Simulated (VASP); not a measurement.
# Mo (Cmcm) in VASP: a series of runs

The runs below take Mo through single point, with PBE.

Program: VASP 6.6.1. These are calculated values, not measurements. Logs are shortened: lines on timing, memory, paths and dates and some standing lists are left out, and cuts for length are marked.

**1. The cell of the first run**

The structure is orthorhombic, space group Cmcm (No. 63). The conventional cell has a = 4.470 Å, b = 3.160 Å, c = 4.470 Å, α = 90.00°, β = 90.00°, γ = 90.00°. Mo (site symmetry m2m) has 14 Mo at 2.58 to 3.17 Å within 3.4 Å.

**2. Single point, PBE (atoms displaced along a vibrational mode)**

Contents of INCAR:

```
  PREC = Accurate
  ENCUT = 520
  EDIFF = 1E-7
  ISMEAR = 0
  SIGMA = 0.15
  LREAL = F
  LASPH = T
  NELM = 80
  ALGO = Fast
  ISIF = 2
  LWAVE = F
  LCHARG = F
  GGA = PE
  NBANDS = 21
```

Contents of KPOINTS:

```
regular mesh
0
Gamma
  24 24 14
```

Contents of POSCAR:

```
Mo
1.0
   -1.5802194352      1.5802194352      1.5802194352
    1.5802194352     -1.5802194352      1.5802194352
    3.1604388703      3.1604388703      0.0000000000
Mo
2
Direct
   -0.0474617628     -0.0474617628      0.0000000000
    0.5474617628      0.5474617628      0.5000000000
```

Potentials or basis: VASP PAW PBE potentials, release 64 (Mo_sv).

Started as:

```bash
> cat potpaw_PBE.64/Mo_sv/POTCAR > POTCAR
> mpirun -np 1 vasp_std > vasp.out
```

OUTCAR:

```text
PREC = Accurate
   ENCUT = 520
   EDIFF = 1E-7
   ISMEAR = 0
   LREAL = F
   LASPH = T
   NELM = 80
   ISIF = 2
   GGA = PE

 ion  position               nearest neighbor table
   1  0.953  0.953  0.000-   2 2.58   2 2.58   2 2.92   2 2.92   2 3.17   2 3.17   2 3.17   2 3.17

   2  0.547  0.547  0.500-   1 2.58   1 2.58   1 2.92   1 2.92   1 3.17   1 3.17   1 3.17   1 3.17

  LATTYP: Found a base centered orthorhombic cell.
 ALAT       =     3.1604388704
 B/A-ratio  =     1.4142135624
 C/A-ratio  =     1.4142135623

  Lattice vectors:

 A1 = (  -1.5802194352,   1.5802194352,   1.5802194352)
 A2 = (   1.5802194352,  -1.5802194352,   1.5802194352)
 A3 = (   3.1604388703,   3.1604388703,   0.0000000000)

Analysis of symmetry for initial positions (statically):
=====================================================================
 Subroutine PRICEL returns:
 Original cell was already a primitive cell.

 Routine SETGRP: Setting up the symmetry group for a
 base centered orthorhombic supercell.

 Subroutine GETGRP returns: Found  8 space group operations
 (whereof  4 operations were pure point group operations)
 out of a pool of  8 trial point group operations.

The static configuration has the point symmetry C_2v.
 The point group associated with its full space group is D_2h.

Analysis of symmetry for dynamics (positions and initial velocities):
=====================================================================
 Subroutine PRICEL returns:
 Original cell was already a primitive cell.

 Routine SETGRP: Setting up the symmetry group for a
 base centered orthorhombic supercell.

 Subroutine GETGRP returns: Found  8 space group operations
 (whereof  4 operations were pure point group operations)
 out of a pool of  8 trial point group operations.

The dynamic configuration has the point symmetry C_2v.
 The point group associated with its full space group is D_2h.

 Subroutine INISYM returns: Found  8 space group operations
 (whereof  4 operations are pure point group operations),
 and found     1 'primitive' translations

----------------------------------------------------------------------------------------

                                     Primitive cell

  volume of cell :      31.5676

  direct lattice vectors                    reciprocal lattice vectors
    -1.580219435  1.580219435  1.580219435    -0.158205876  0.158205876  0.316411752
     1.580219435 -1.580219435  1.580219435     0.158205876 -0.158205876  0.316411752
     3.160438870  3.160438870  0.000000000     0.158205876  0.158205876  0.000000000

  length of vectors
     2.737020349  2.737020349  4.469535513     0.387523670  0.387523670  0.223736895

  position of ions in fractional coordinates (direct lattice)
     0.952538237  0.952538237  0.000000000
     0.547461763  0.547461763  0.500000000

  ion indices of the primitive-cell ions
   primitive index   ion index
                 1           1
                 2           2

----------------------------------------------------------------------------------------

 KPOINTS: regular mesh

Automatic generation of k-mesh.
 Grid dimensions read from file:
 generate k-points for:   24   24   14

 Generating k-lattice:

  Cartesian coordinates                     Fractional coordinates (reciprocal lattice)
    -0.006591911  0.006591911  0.013183823     0.041666667  0.000000000  0.000000000
     0.006591911 -0.006591911  0.013183823     0.000000000  0.041666667  0.000000000
     0.011300420  0.011300420  0.000000000     0.000000000  0.000000000  0.071428571

  Length of vectors
     0.016146820  0.016146820  0.015981207

  Shift w.r.t. Gamma in fractional coordinates (k-lattice)
     0.000000000  0.000000000  0.000000000

 Subroutine IBZKPT returns following result:
 ===========================================

 Found   1256 irreducible k-points:

 Following reciprocal coordinates:
            Coordinates               Weight
  0.000000  0.000000  0.000000      1.000000
  0.041667  0.000000  0.000000      4.000000
  0.083333  0.000000  0.000000      4.000000
  0.125000  0.000000  0.000000      4.000000
  0.166667  0.000000  0.000000      4.000000
  0.208333  0.000000  0.000000      4.000000
[... 16 lines left out ...]
  0.416667  0.041667  0.000000      4.000000
  0.458333  0.041667  0.000000      4.000000
 [... further k-points ...]
   k-points           NKPTS =   1256   k-points in BZ     NKDIM =   1256   number of bands    NBANDS=     21
   number of dos      NEDOS =    301   number of ions     NIONS =      2
   total plane-waves  NPLWV =  14400
   dimension x,y,z NGX =    20 NGY =   20 NGZ =   36
   dimension x,y,z NGXF=    40 NGYF=   40 NGZF=   72
   ions per type =               2
   NGX,Y,Z   is equivalent  to a cutoff of  12.15, 12.15, 13.39 a.u.
   NGXF,Y,Z  is equivalent  to a cutoff of  24.30, 24.30, 26.78 a.u.
 SYSTEM =  unknown system
   PREC   = accura    normal or accurate (medium, high low for compatibility)
   ISTART =      0    job   : 0-new  1-cont  2-samecut
   ICHARG =      2    charge: 1-file 2-atom 10-const
   ISPIN  =      1    spin polarized calculation?
   LNONCOLLINEAR =      F non collinear calculations
   LSORBIT =      F    spin-orbit coupling
   LASPH  =      T    aspherical Exc in radial PAW
   ENCUT  =  520.0 eV  38.22 Ry    6.18 a.u.   5.09  5.09  8.31*2*pi/ulx,y,z
   NELM   =     80;   NELMIN=  2; NELMDL= -5     # of ELM steps
   EDIFF  = 0.1E-06   stopping-criterion for ELM
   LREAL  =      F    real-space projection
   EDIFFG = 0.1E-05   stopping-criterion for IOM
   NSW    =      0    number of steps for IOM
   IBRION =     -1    ionic relax: 0-MD 1-quasi-New 2-CG
   NFREE  =      0    steps in history (QN), initial steepest desc. (CG)
   ISIF   =      2    stress and relaxation
   ISYM   =      2    0-nonsym 1-usesym 2-fastsym
   POTIM  = 0.5000    time-step for ionic-motion
   TEBEG  =    0.0;   TEEND  =   0.0 temperature during run
   PSTRESS=    0.0 pullay stress
   NELECT =      28.0000    total number of electrons
   NUPDOWN=      -1.0000    fix difference up-down
   EMIN   =  10.00;   EMAX   =-10.00  energy-range for DOS
   EFERMI =   0.00;   METHOD = LEGACY
   ISMEAR =     0;   SIGMA  =   0.15  broadening in eV -4-tet -1-fermi 0-gaus
   EFERMI_NEDOS =   21; number of points for ismear=-14 and -15
   IALGO  =     68    algorithm
   IMIX   =      4    mixing-type and parameters
     AMIX     =   0.40;   BMIX     =  1.00
     AMIX_MAG =   1.60;   BMIX_MAG =  1.00
  volume/ion in A,a.u.               =      15.78       106.51
  Fermi-wavevector in a.u.,A,eV,Ry     =   1.572945  2.972434 33.662922  2.474155
  Thomas-Fermi vector in A             =   2.674303
   LORBIT       =      0    0 simple, 1 ext, 2 COOP (PROOUT), +10 PAW based schemes
   GGA     = PE    functional components
   LHFCALC =     F    Hartree Fock is set to
   AEXX    =    0.0000 exact exchange contribution
   IVDW    =     0    specifies the selected vdW correction
   LEPSILON=     F    determine dielectric tensor
   LRPA    =     F    only Hartree local field effects (RPA)
 non-spin polarized calculation
 RMM-DIIS sequential band-by-band and
 Gauss-broadening in eV      SIGMA  =   0.15
  energy-cutoff  :      520.00
  volume of cell :       31.57
 maximum number of plane-waves:       872
   NGX = 11   NGY = 11   NGZ = 17

 number of electron      27.9999999 magnetization

 Free energy of the ion-electron system (eV)
  ---------------------------------------------------
  ext. energy  EPLUGINS =         0.00000000
  ---------------------------------------------------
  free energy    TOTEN  =       -21.68787038 eV

  energy without entropy =      -21.67364594  energy(sigma->0) =      -21.68075816

 E-fermi :  12.3742     XC(G=0): -13.3162

 val. band max:       12.3734575261   @ k =  -0.1250   0.1250   0.5000
 cond. band min:      12.3743365939   @ k =   0.1250   0.0000   0.0714
 fundamental gap:      0.0008790678
 Fermi energy:        12.3741832674

 k-point     1 :       0.0000    0.0000    0.0000
  band No.  band energies     occupation
      1     -48.8143      2.00000
      2     -48.5157      2.00000
      3     -23.5491      2.00000
      4     -22.5048      2.00000
      5     -22.1238      2.00000
      6     -22.1169      2.00000
[... 13 lines left out ...]
     20      16.5178      0.00000
     21      24.6848      0.00000

 k-point     2 :       0.0417    0.0000    0.0000
  band No.  band energies     occupation
      1     -48.8113      2.00000
      2     -48.5144      2.00000
      3     -23.5425      2.00000
      4     -22.5119      2.00000
      5     -22.1418      2.00000
      6     -22.1215      2.00000
[... 13 lines left out ...]
     20      16.6968      0.00000
     21      24.6441      0.00000

 k-point     3 :       0.0833    0.0000    0.0000
  band No.  band energies     occupation
      1     -48.8024      2.00000
      2     -48.5107      2.00000
      3     -23.5231      2.00000
      4     -22.5346      2.00000
      5     -22.1984      2.00000
      6     -22.1325      2.00000
[... 13 lines left out ...]
     20      17.2044      0.00000
     21      23.8474      0.00000

 k-point     4 :       0.1250    0.0000    0.0000
  band No.  band energies     occupation
      1     -48.7881      2.00000
      2     -48.5049      2.00000
      3     -23.4916      2.00000
      4     -22.5769      2.00000
      5     -22.2861      2.00000
      6     -22.1632      2.00000
[... 13 lines left out ...]
     20      17.9323      0.00000
     21      23.6396      0.00000

 k-point     5 :       0.1667    0.0000    0.0000
  band No.  band energies     occupation
      1     -48.7693      2.00000
      2     -48.4976      2.00000
      3     -23.4492      2.00000
      4     -22.6422      2.00000
      5     -22.3983      2.00000
      6     -22.1976      2.00000
[... 13 lines left out ...]
     20      18.7746      0.00000
     21      23.3771      0.00000

 k-point     6 :       0.2083    0.0000    0.0000
  band No.  band energies     occupation
      1     -48.7469      2.00000
      2     -48.4894      2.00000
      3     -23.3977      2.00000
      4     -22.7295      2.00000
      5     -22.5272      2.00000
      6     -22.2252      2.00000
[... 13 lines left out ...]
     20      19.6722      0.00000
     21      23.0869      0.00000

 k-point     7 :       0.2500    0.0000    0.0000
  band No.  band energies     occupation
      1     -48.7223      2.00000
      2     -48.4810      2.00000
      3     -23.3396      2.00000
      4     -22.8317      2.00000
      5     -22.6637      2.00000
      6     -22.2439      2.00000
[... 13 lines left out ...]
     20      20.5918      0.00000
     21      22.8073      0.00000
[... 291 lines left out ...]
      1     -48.6866      2.00000
      2     -48.4753      2.00000
      3     -23.2423      2.00000
      4     -22.9468      2.00000
      5     -22.8162      2.00000
      6     -22.2899      2.00000
[... 13 lines left out ...]
     20      21.8668      0.00000
     21      22.4388      0.00000

 k-point    21 :       0.3333    0.0417    0.0000
  band No.  band energies     occupation
      1     -48.6629      2.00000
      2     -48.4688      2.00000
      3     -23.1821      2.00000
      4     -23.0457      2.00000
      5     -22.9388      2.00000
      6     -22.2930      2.00000
[... 13 lines left out ...]
     20      22.3208      0.00000
     21      22.5512      0.00000

 k-point    22 :       0.3750    0.0417    0.0000
  band No.  band energies     occupation
      1     -48.6424      2.00000
      2     -48.4635      2.00000
      3     -23.1302      2.00000
      4     -23.1293      2.00000
      5     -23.0424      2.00000
      6     -22.2905      2.00000
[... 13 lines left out ...]
     20      21.4637      0.00000
     21      22.5588      0.00000

 k-point    23 :       0.4167    0.0417    0.0000
  band No.  band energies     occupation
      1     -48.6271      2.00000
      2     -48.4594      2.00000
      3     -23.1939      2.00000
      4     -23.1203      2.00000
      5     -23.0897      2.00000
      6     -22.2835      2.00000
[... 13 lines left out ...]
     20      20.4815      0.00000
     21      22.8646      0.00000

 k-point    24 :       0.4583    0.0417    0.0000
  band No.  band energies     occupation
      1     -48.6185      2.00000
      2     -48.4564      2.00000
      3     -23.2328      2.00000
      4     -23.1673      2.00000
      5     -23.0686      2.00000
      6     -22.2731      2.00000
[... 13 lines left out ...]
     20      19.5096      0.00000
     21      23.2283      0.00000

 [... further k-points ...]

------------------------ aborting loop because EDIFF is reached ----------------------------------------

  FORCE on cell =-STRESS in cart. coord.  units (eV):
  Direction    XX          YY          ZZ          XY          YZ          ZX
  --------------------------------------------------------------------------------------
  -------------------------------------------------------------------------------------
  Total        0.7517592      0.7517592      0.8891032      0.6306524      0.0000000      0.0000000
  in kB       38.1546212     38.1546212     45.1253505     32.0079939      0.0000000      0.0000000
  external PRESSURE =      40.4781976 kB  Pullay stress =       0.0000000 kB

 VOLUME and BASIS-vectors are now :
 -----------------------------------------------------------------------------
  energy-cutoff  :      520.00
  volume of cell :       31.57
      direct lattice vectors                 reciprocal lattice vectors
    -1.580219435  1.580219435  1.580219435    -0.158205876  0.158205876  0.316411752
     1.580219435 -1.580219435  1.580219435     0.158205876 -0.158205876  0.316411752
     3.160438870  3.160438870  0.000000000     0.158205876  0.158205876  0.000000000

 POSITION                                       TOTAL-FORCE (eV/Angst)
 -----------------------------------------------------------------------------------
      0.00000      0.00000      3.01044         0.000000      0.000000      1.393679
      1.58022      1.58022      1.73022        -0.000000     -0.000000     -1.393679
 -----------------------------------------------------------------------------------
    total drift:                                0.000000      0.000000     -0.000000

  FREE ENERGIE OF THE ION-ELECTRON SYSTEM (eV)
  ---------------------------------------------------
  free  energy   TOTEN  =       -21.6878703755 eV

  energy  without entropy=      -21.6736459433  energy(sigma->0) =      -21.68075816
```

Wall time 8.7 min (1 thread of Intel Xeon Platinum 8124M at 3.00GHz (Skylake/Cascade Lake), shared host); peak memory 0.68 GiB.

What came out:

* Free energy: -21.6879 eV
* Pressure: 4.0 GPa
* Largest force: 1.394 eV/Å
* Band gap on the k mesh: zero (bands 14 and 15 overlap by 2.74 eV)

Forces on the atoms (eV/Å):
```
Mo   0.000  0.000  1.394
Mo   0.000  0.000 -1.394
```

Caveat: the cell differs from its parent crystal (atoms displaced along a vibrational mode); the cell stands under pressure; forces of over 1 eV/Å act on the atoms, so gaps and moduli don't describe the material at rest.

**3. Single point, PBE (atoms displaced along a vibrational mode)**

Contents of INCAR:

```
PREC = Accurate ; ENCUT = 520
EDIFF = 1E-6 ; ISMEAR = 0
SIGMA = 0.15 ; LREAL = F
LASPH = T ; NELM = 100
ALGO = Fast ; ISIF = 2
LWAVE = F ; LCHARG = F
GGA = PE ; NBANDS = 21
```

KPOINTS is that of step 2.

Contents of POSCAR:

```
Mo
1.0
   -1.5802194352      1.5802194352      1.5802194352
    1.5802194352     -1.5802194352      1.5802194352
    3.1604388703      3.1604388703      0.0000000000
Mo
2
Direct
    0.0237308814      0.0237308814      0.0000000000
    0.4762691186      0.4762691186      0.5000000000
```

Potentials or basis: VASP PAW PBE potentials, release 64 (Mo_sv).

Started as:

```bash
> cat potpaw_PBE.64/Mo_sv/POTCAR > POTCAR
> mpirun -np 1 vasp_std > vasp.out
```

It took 8 min on 1 thread of Intel Xeon Platinum 8124M at 3.00GHz (Skylake/Cascade Lake), shared host; peak memory 0.68 GiB.

Results (log left out):

| Item | Value |
| --- | --- |
| Free energy | -21.8360 eV |
| Pressure | 1.5 GPa |
| Largest force | 0.595 eV/Å |
| Band gap on the k mesh | zero (bands 14 and 15 overlap by 2.76 eV) |

Forces in eV/Å, atoms in the order of the input:
```
Mo   0.000  0.000 -0.595
Mo   0.000  0.000  0.595
```

Stress tensor (GPa, compression positive):
```
1.42 0.79 0.00
0.79 1.42 0.00
0.00 0.00 1.64
```

Levels at points of the mesh, in eV from the Fermi level:
| k point | band 11 | band 12 | band 13 | band 14 | band 15 | band 16 | band 17 | band 18 |
| --- | --- | --- | --- | --- | --- | --- | --- | --- |
| (0.00, 0.00, 0.00) | -3.32 | -1.40 | -1.40 | -1.26 | 1.60 | 1.61 | 1.67 | 1.71 |
| (0.50, 0.00, 0.00) | -3.30 | -2.52 | -1.83 | -1.58 | 1.18 | 1.44 | 2.22 | 2.69 |
| (0.50, 0.50, 0.00) | -5.26 | -3.25 | 1.49 | 1.59 | 2.32 | 3.67 | 3.94 | 3.97 |
| (0.00, 0.00, 0.50) | -2.49 | -2.49 | -1.62 | -1.62 | 1.03 | 1.03 | 1.30 | 1.30 |
| (0.50, 0.00, 0.50) | -3.38 | -3.38 | 1.53 | 1.53 | 1.72 | 1.72 | 2.32 | 2.32 |
| (0.50, 0.50, 0.50) | -3.29 | -3.29 | -0.96 | -0.96 | 0.66 | 0.66 | 4.29 | 4.29 |

Caveat: the cell differs from its parent crystal (atoms displaced along a vibrational mode).
